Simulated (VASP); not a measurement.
The system is C.

```
C
1.0
     4.51199    0.00000    0.00000
     0.00000    4.51199    0.00000
     0.00000    0.00000    4.51199
C
12
Direct
  0.91628 0.33631 0.85558
  0.66369 0.14442 0.91628
  0.85558 0.08372 0.66369
  0.33631 0.85558 0.91628
  0.33631 0.14442 0.08372
  0.08372 0.66369 0.85558
  0.85558 0.91628 0.33631
  0.08372 0.33631 0.14442
  0.14442 0.91628 0.66369
  0.66369 0.85558 0.08372
  0.14442 0.08372 0.33631
  0.91628 0.66369 0.14442
```

```yaml
Program: VASP 6.6.1
Task: relaxation of cell and atoms
Functional: PBE
Potentials_or_basis: VASP PAW PBE potentials, release 64 (C)
Cutoff: 600 eV
k_mesh: 4 × 4 × 4
Occupations: gaussian, width 0.1 eV
Spin: no spin polarisation
```

At the start: pressure 33.5 GPa; volume 7.65 Å³/atom.

Question: How do energy, volume and symmetry change on relaxing?

Answer: Over 44 steps the energy falls by 412.1 meV/atom and the volume is 7.35 Å³/atom (-4.0 %); space group P4_232 (No. 208, to 0.05 Å).

Step by step:
| step | energy change (eV) | largest force (eV/Å) | pressure (GPa) | volume (Å³) |
| --- | --- | --- | --- | --- |
| 1 | 0.0000 | 2.2842 | 33.46 | 91.86 |
| 3 | -1.2737 | 0.8027 | -1.27 | 99.88 |
| 5 | -1.2783 | 0.7621 | 0.55 | 99.31 |
| 7 | -1.4096 | 0.3384 | -1.61 | 100.31 |
| 9 | -1.6626 | 0.2611 | -4.23 | 97.41 |
| 11 | -2.0082 | 5.1238 | 10.29 | 85.04 |
| 13 | -2.4463 | 3.2309 | 1.62 | 87.81 |
| 15 | -2.4709 | 2.6849 | -0.45 | 88.77 |
| 17 | -2.5126 | 2.8362 | 0.40 | 88.35 |
| 19 | -2.6226 | 3.4571 | 4.44 | 86.67 |
| 21 | -2.6385 | 3.7131 | 6.26 | 86.01 |
| 23 | -3.0883 | 3.4797 | 9.38 | 84.84 |
| 25 | -3.0959 | 2.2565 | 32.38 | 79.70 |
| 27 | -3.8821 | 2.1292 | 17.20 | 82.71 |
| 29 | -4.3081 | 1.3360 | 12.20 | 84.88 |
| 31 | -4.6543 | 0.7191 | -0.73 | 88.29 |
| 33 | -4.6891 | 0.6823 | -5.69 | 89.78 |
| 35 | -4.8284 | 0.6580 | -3.36 | 89.59 |
| 37 | -4.8924 | 0.3875 | -2.04 | 88.67 |
| 39 | -4.9184 | 0.2382 | 2.05 | 87.55 |
| 41 | -4.9406 | 0.1907 | 0.85 | 87.78 |
| 43 | -4.9439 | 0.0569 | 0.67 | 87.94 |
| 44 | -4.9446 | 0.0207 | -0.09 | 88.15 |

Final structure:
```yaml
crystal:
  lattice:
    - [4.45045, 0.00000, 0.00000]
    - [0.00000, 4.45045, 0.00000]
    - [0.00000, 0.00000, 4.45045]
  atoms:
    - { symbol: C, position: [0.88269, 0.38332, 0.74977] }
    - { symbol: C, position: [0.61668, 0.25023, 0.88269] }
    - { symbol: C, position: [0.74977, 0.11731, 0.61668] }
    - { symbol: C, position: [0.38332, 0.74977, 0.88269] }
    - { symbol: C, position: [0.38332, 0.25023, 0.11731] }
    - { symbol: C, position: [0.11731, 0.61668, 0.74977] }
    - { symbol: C, position: [0.74977, 0.88269, 0.38332] }
    - { symbol: C, position: [0.11731, 0.38332, 0.25023] }
    - { symbol: C, position: [0.25023, 0.88269, 0.61668] }
    - { symbol: C, position: [0.61668, 0.74977, 0.11731] }
    - { symbol: C, position: [0.25023, 0.11731, 0.38332] }
    - { symbol: C, position: [0.88269, 0.61668, 0.25023] }
```
